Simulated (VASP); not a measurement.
# Ir (Fd-3m) in VASP: single point with PBE

Aim: the single point of Ir with PBE.

Program: VASP 6.6.1. These are calculated values, not measurements. Logs are shortened: lines on timing, memory, paths and dates and some standing lists are left out, and cuts for length are marked.

### 1 The cell of the first run

The structure is cubic, space group Fd-3m (No. 227). The conventional cell has a = 5.566 Å, b = 5.566 Å, c = 5.566 Å, α = 90.00°, β = 90.00°, γ = 90.00°. Ir (site symmetry -43m) has 4 Ir at 2.41 Å within 3.2 Å.

### 2 Single point, PBE

INCAR

```
SYSTEM = Ir
PREC = Accurate ; ENCUT = 500
EDIFF = 1E-6 ; ISMEAR = -1
SIGMA = 0.13605693000000002 ; LREAL = .FALSE.
LASPH = .TRUE. ; NELM = 120
ALGO = Normal ; ISIF = 2
LWAVE = .FALSE. ; LCHARG = .TRUE.
GGA = PE ; LELF = .TRUE.
LVHAR = .TRUE. ; NBANDS = 16
GGA_COMPAT = .FALSE.
```

KPOINTS

```
regular mesh
0
G
  8 8 8
  0 0 0
```

POSCAR

```
Ir
1.0
    0.0000000000      2.7831470666      2.7831470666
    2.7831470666      0.0000000000      2.7831470666
    2.7831470666      2.7831470666      0.0000000000
Ir
2
Direct
    0.0000000000      0.0000000000      0.0000000000
    0.2500000000      0.2500000000      0.2500000000
```

Potentials or basis: VASP PAW PBE potentials, release 64 (Ir).

Command:

```bash
> cat potpaw_PBE.64/Ir/POTCAR > POTCAR
> mpirun -np 1 vasp_std > vasp.out
```

OUTCAR:

```text
SYSTEM = Ir
   PREC = Accurate
   ENCUT = 500
   EDIFF = 1E-6
   ISMEAR = -1
   LREAL = .FALSE.
   LASPH = .TRUE.
   NELM = 120
   ISIF = 2
   GGA = PE

 ion  position               nearest neighbor table
   1  0.000  0.000  0.000-   2 2.41   2 2.41   2 2.41   2 2.41
   2  0.250  0.250  0.250-   1 2.41   1 2.41   1 2.41   1 2.41

  LATTYP: Found a face centered cubic cell.
 ALAT       =     5.5662941332

  Lattice vectors:

 A1 = (   0.0000000000,   2.7831470666,   2.7831470666)
 A2 = (   2.7831470666,   0.0000000000,   2.7831470666)
 A3 = (   2.7831470666,   2.7831470666,   0.0000000000)

Analysis of symmetry for initial positions (statically):
=====================================================================
 Subroutine PRICEL returns:
 Original cell was already a primitive cell.

 Routine SETGRP: Setting up the symmetry group for a
 face centered cubic supercell.

 Subroutine GETGRP returns: Found 48 space group operations
 (whereof 24 operations were pure point group operations)
 out of a pool of 48 trial point group operations.

The static configuration has the point symmetry T_d .
 The point group associated with its full space group is O_h .

Analysis of symmetry for dynamics (positions and initial velocities):
=====================================================================
 Subroutine PRICEL returns:
 Original cell was already a primitive cell.

 Routine SETGRP: Setting up the symmetry group for a
 face centered cubic supercell.

 Subroutine GETGRP returns: Found 48 space group operations
 (whereof 24 operations were pure point group operations)
 out of a pool of 48 trial point group operations.

The dynamic configuration has the point symmetry T_d .
 The point group associated with its full space group is O_h .

 Subroutine INISYM returns: Found 48 space group operations
 (whereof 24 operations are pure point group operations),
 and found     1 'primitive' translations

----------------------------------------------------------------------------------------

                                     Primitive cell

  volume of cell :      43.1160

  direct lattice vectors                    reciprocal lattice vectors
     0.000000000  2.783147067  2.783147067    -0.179652741  0.179652741  0.179652741
     2.783147067  0.000000000  2.783147067     0.179652741 -0.179652741  0.179652741
     2.783147067  2.783147067  0.000000000     0.179652741  0.179652741 -0.179652741

  length of vectors
     3.935964328  3.935964328  3.935964328     0.311167676  0.311167676  0.311167676

  position of ions in fractional coordinates (direct lattice)
     0.000000000  0.000000000  0.000000000
     0.250000000  0.250000000  0.250000000

  ion indices of the primitive-cell ions
   primitive index   ion index
                 1           1
                 2           2

----------------------------------------------------------------------------------------

 KPOINTS: regular mesh

Automatic generation of k-mesh.
 Grid dimensions read from file:
 generate k-points for:    8    8    8

 Generating k-lattice:

  Cartesian coordinates                     Fractional coordinates (reciprocal lattice)
    -0.022456593  0.022456593  0.022456593     0.125000000  0.000000000  0.000000000
     0.022456593 -0.022456593  0.022456593     0.000000000  0.125000000  0.000000000
     0.022456593  0.022456593 -0.022456593     0.000000000  0.000000000  0.125000000

  Length of vectors
     0.038895959  0.038895959  0.038895959

  Shift w.r.t. Gamma in fractional coordinates (k-lattice)
     0.000000000  0.000000000  0.000000000

 Subroutine IBZKPT returns following result:
 ===========================================

 Found     29 irreducible k-points:

 Following reciprocal coordinates:
            Coordinates               Weight
  0.000000  0.000000  0.000000      1.000000
  0.125000  0.000000  0.000000      8.000000
  0.250000  0.000000  0.000000      8.000000
  0.375000  0.000000  0.000000      8.000000
  0.500000  0.000000  0.000000      4.000000
  0.125000  0.125000  0.000000      6.000000
[... 16 lines left out ...]
  0.500000  0.250000  0.125000     48.000000
 -0.375000  0.250000  0.125000     24.000000
 [... further k-points ...]
   k-points           NKPTS =     29   k-points in BZ     NKDIM =     29   number of bands    NBANDS=     16
   number of dos      NEDOS =    301   number of ions     NIONS =      2
   total plane-waves  NPLWV =  27000
   dimension x,y,z NGX =    30 NGY =   30 NGZ =   30
   dimension x,y,z NGXF=    60 NGYF=   60 NGZF=   60
   ions per type =               2
   NGX,Y,Z   is equivalent  to a cutoff of  12.67, 12.67, 12.67 a.u.
   NGXF,Y,Z  is equivalent  to a cutoff of  25.34, 25.34, 25.34 a.u.
 SYSTEM =  Ir
   PREC   = accura    normal or accurate (medium, high low for compatibility)
   ISTART =      0    job   : 0-new  1-cont  2-samecut
   ICHARG =      2    charge: 1-file 2-atom 10-const
   ISPIN  =      1    spin polarized calculation?
   LNONCOLLINEAR =      F non collinear calculations
   LSORBIT =      F    spin-orbit coupling
   LASPH  =      T    aspherical Exc in radial PAW
   ENCUT  =  500.0 eV  36.75 Ry    6.06 a.u.   7.18  7.18  7.18*2*pi/ulx,y,z
   NELM   =    120;   NELMIN=  2; NELMDL= -5     # of ELM steps
   EDIFF  = 0.1E-05   stopping-criterion for ELM
   LREAL  =      F    real-space projection
   EDIFFG = 0.1E-04   stopping-criterion for IOM
   NSW    =      0    number of steps for IOM
   IBRION =     -1    ionic relax: 0-MD 1-quasi-New 2-CG
   NFREE  =      0    steps in history (QN), initial steepest desc. (CG)
   ISIF   =      2    stress and relaxation
   ISYM   =      2    0-nonsym 1-usesym 2-fastsym
   POTIM  = 0.5000    time-step for ionic-motion
   TEBEG  =    0.0;   TEEND  =   0.0 temperature during run
   PSTRESS=    0.0 pullay stress
   NELECT =      18.0000    total number of electrons
   NUPDOWN=      -1.0000    fix difference up-down
   EMIN   =  10.00;   EMAX   =-10.00  energy-range for DOS
   EFERMI =   0.00;   METHOD = LEGACY
   ISMEAR =    -1;   SIGMA  =   0.14  broadening in eV -4-tet -1-fermi 0-gaus
   EFERMI_NEDOS =   21; number of points for ismear=-14 and -15
   IALGO  =     38    algorithm
   IMIX   =      4    mixing-type and parameters
     AMIX     =   0.40;   BMIX     =  1.00
     AMIX_MAG =   1.60;   BMIX_MAG =  1.00
  volume/ion in A,a.u.               =      21.56       145.48
  Fermi-wavevector in a.u.,A,eV,Ry     =   1.223544  2.312162 20.368729  1.497059
  Thomas-Fermi vector in A             =   2.358651
   LORBIT       =      0    0 simple, 1 ext, 2 COOP (PROOUT), +10 PAW based schemes
   GGA     = PE    functional components
   LHFCALC =     F    Hartree Fock is set to
   AEXX    =    0.0000 exact exchange contribution
   IVDW    =     0    specifies the selected vdW correction
   LEPSILON=     F    determine dielectric tensor
   LRPA    =     F    only Hartree local field effects (RPA)
 non-spin polarized calculation
  energy-cutoff  :      500.00
  volume of cell :       43.12
 maximum number of plane-waves:      1108
 NGX is ok and might be reduce to    30
   NGX = 15   NGY = 15   NGZ = 15

 number of electron      17.9999998 magnetization

 Free energy of the ion-electron system (eV)
  ---------------------------------------------------
  ext. energy  EPLUGINS =         0.00000000
  ---------------------------------------------------
  free energy    TOTEN  =       -15.77063962 eV

  energy without entropy =      -15.64006463  energy(sigma->0) =      -15.70535212

 E-fermi :   5.1550     XC(G=0): -11.1672

 val. band max:        5.1128715861   @ k =   0.5000   0.2500   0.1250
 cond. band min:       5.1729497528   @ k =  -0.2500   0.3750   0.1250
 fundamental gap:      0.0600781667
 Fermi energy:         5.1549603997

 k-point     1 :       0.0000    0.0000    0.0000
  band No.  band energies     occupation
      1      -2.7793      2.00000
      2       0.1567      2.00000
      3       0.1567      2.00000
      4       0.5429      2.00000
      5       0.5429      2.00000
      6       0.5429      2.00000
[... 8 lines left out ...]
     15      17.6438      0.00000
     16      17.6438      0.00000

 k-point     2 :       0.1250    0.0000    0.0000
  band No.  band energies     occupation
      1      -2.5135      2.00000
      2       0.0060      2.00000
      3       0.0060      2.00000
      4       0.5133      2.00000
      5       0.7862      2.00000
      6       0.7862      2.00000
[... 8 lines left out ...]
     15      16.7605      0.00000
     16      17.3108      0.00000

 k-point     3 :       0.2500    0.0000    0.0000
  band No.  band energies     occupation
      1      -1.8056      2.00000
      2      -0.0603      2.00000
      3      -0.0603      2.00000
      4       0.4472      2.00000
      5       0.9826      2.00000
      6       0.9826      2.00000
[... 8 lines left out ...]
     15      15.3379      0.00000
     16      18.2587      0.00000

 k-point     4 :       0.3750    0.0000    0.0000
  band No.  band energies     occupation
      1      -0.9884      2.00000
      2       0.0860      2.00000
      3       0.0860      2.00000
      4       0.3450      2.00000
      5       0.8154      2.00000
      6       0.8154      2.00000
[... 8 lines left out ...]
     15      14.9491      0.00000
     16      18.3639      0.00000

 k-point     5 :       0.5000    0.0000    0.0000
  band No.  band energies     occupation
      1      -0.6033      2.00000
      2       0.2398      2.00000
      3       0.3298      2.00000
      4       0.3298      2.00000
      5       0.5268      2.00000
      6       0.5268      2.00000
[... 8 lines left out ...]
     15      14.8759      0.00000
     16      18.3086      0.00000

 k-point     6 :       0.1250    0.1250    0.0000
  band No.  band energies     occupation
      1      -2.4201      2.00000
      2      -0.2528      2.00000
      3       0.3365      2.00000
      4       0.5314      2.00000
      5       0.5314      2.00000
      6       1.0291      2.00000
[... 8 lines left out ...]
     15      16.0163      0.00000
     16      16.5430      0.00000

 k-point     7 :       0.2500    0.1250    0.0000
  band No.  band energies     occupation
      1      -1.8419      2.00000
      2      -0.4038      2.00000
      3       0.3207      2.00000
      4       0.4596      2.00000
      5       0.7189      2.00000
      6       1.3280      2.00000
[... 8 lines left out ...]
     15      15.2857      0.00000
     16      17.1097      0.00000

 k-point     8 :       0.3750    0.1250    0.0000
  band No.  band energies     occupation
      1      -1.0258      2.00000
      2      -0.3603      2.00000
      3       0.3110      2.00000
      4       0.3725      2.00000
      5       0.7226      2.00000
      6       1.3062      2.00000
[... 8 lines left out ...]
     15      15.0529      0.00000
     16      18.8154      0.00000

 k-point     9 :       0.5000    0.1250    0.0000
  band No.  band energies     occupation
      1      -0.4699      2.00000
      2      -0.2231      2.00000
      3       0.2374      2.00000
      4       0.2624      2.00000
      5       0.8374      2.00000
      6       0.9865      2.00000
[... 8 lines left out ...]
     15      15.0632      0.00000
     16      19.1029      0.00000
[... 172 lines left out ...]
 k-point    19 :       0.5000    0.3750    0.0000
  band No.  band energies     occupation
      1      -0.6053      2.00000
      2      -0.1576      2.00000
      3       0.3130      2.00000
      4       0.3765      2.00000
      5       1.2167      2.00000
      6       1.9189      2.00000
[... 8 lines left out ...]
     15      15.3077      0.00000
     16      16.4301      0.00000

 k-point    20 :      -0.3750    0.3750    0.0000
  band No.  band energies     occupation
      1      -0.6528      2.00000
      2      -0.0790      2.00000
      3       0.1391      2.00000
      4       0.4156      2.00000
      5       1.2713      2.00000
      6       2.3550      2.00000
[... 8 lines left out ...]
     15      15.5213      0.00000
     16      18.6774      0.00000

 k-point    21 :       0.5000    0.5000    0.0000
  band No.  band energies     occupation
      1      -0.3852      2.00000
      2      -0.3852      2.00000
      3       0.3541      2.00000
      4       0.3541      2.00000
      5       1.5357      2.00000
      6       1.5357      2.00000
[... 8 lines left out ...]
     15      15.3044      0.00000
     16      15.3044      0.00000

 k-point    22 :       0.3750    0.2500    0.1250
  band No.  band energies     occupation
      1      -1.1844      2.00000
      2      -0.4963      2.00000
      3       0.2390      2.00000
      4       0.4793      2.00000
      5       0.7756      2.00000
      6       1.6417      2.00000
[... 8 lines left out ...]
     15      15.8248      0.00000
     16      17.1797      0.00000

 k-point    23 :       0.5000    0.2500    0.1250
  band No.  band energies     occupation
      1      -0.5036      2.00000
      2      -0.4213      2.00000
      3      -0.0253      2.00000
      4       0.5314      2.00000
      5       0.8672      2.00000
      6       1.5961      2.00000
[... 8 lines left out ...]
     15      15.9907      0.00000
     16      18.6108      0.00000

 k-point    24 :      -0.3750    0.2500    0.1250
  band No.  band energies     occupation
      1      -0.4118      2.00000
      2      -0.2803      2.00000
      3       0.0133      2.00000
      4       0.4260      2.00000
      5       1.1132      2.00000
      6       1.3440      2.00000
[... 8 lines left out ...]
     15      15.9918      0.00000
     16      19.0177      0.00000

 [... further k-points ...]

------------------------ aborting loop because EDIFF is reached ----------------------------------------

  FORCE on cell =-STRESS in cart. coord.  units (eV):
  Direction    XX          YY          ZZ          XY          YZ          ZX
  --------------------------------------------------------------------------------------
  -------------------------------------------------------------------------------------
  Total        0.0121287      0.0121287      0.0121287      0.0000000      0.0000000      0.0000000
  in kB        0.4506972      0.4506972      0.4506972      0.0000000      0.0000000      0.0000000
  external PRESSURE =       0.4506972 kB  Pullay stress =       0.0000000 kB

 VOLUME and BASIS-vectors are now :
 -----------------------------------------------------------------------------
  energy-cutoff  :      500.00
  volume of cell :       43.12
      direct lattice vectors                 reciprocal lattice vectors
     0.000000000  2.783147067  2.783147067    -0.179652741  0.179652741  0.179652741
     2.783147067  0.000000000  2.783147067     0.179652741 -0.179652741  0.179652741
     2.783147067  2.783147067  0.000000000     0.179652741  0.179652741 -0.179652741

 POSITION                                       TOTAL-FORCE (eV/Angst)
 -----------------------------------------------------------------------------------
      0.00000      0.00000      0.00000         0.000000      0.000000      0.000000
      1.39157      1.39157      1.39157        -0.000000     -0.000000     -0.000000
 -----------------------------------------------------------------------------------
    total drift:                                0.000000     -0.000000      0.000000

  FREE ENERGIE OF THE ION-ELECTRON SYSTEM (eV)
  ---------------------------------------------------
  free  energy   TOTEN  =       -15.7706396178 eV

  energy  without entropy=      -15.6400646289  energy(sigma->0) =      -15.70535212
```

Run time: 22 s. Hardware: 1 thread of Intel Xeon Platinum 8259CL at 2.50GHz (Skylake/Cascade Lake), shared host; peak memory 0.17 GiB.

Results:

* Free energy: -15.7706 eV
* Pressure: 0.0 GPa
* Band gap on the k mesh: zero (band 9 reaches 6.24 eV, above the bottom of band 10 at 4.85 eV)

Caveat: spin-orbit coupling is left out, which moves the levels of the heavy elements.
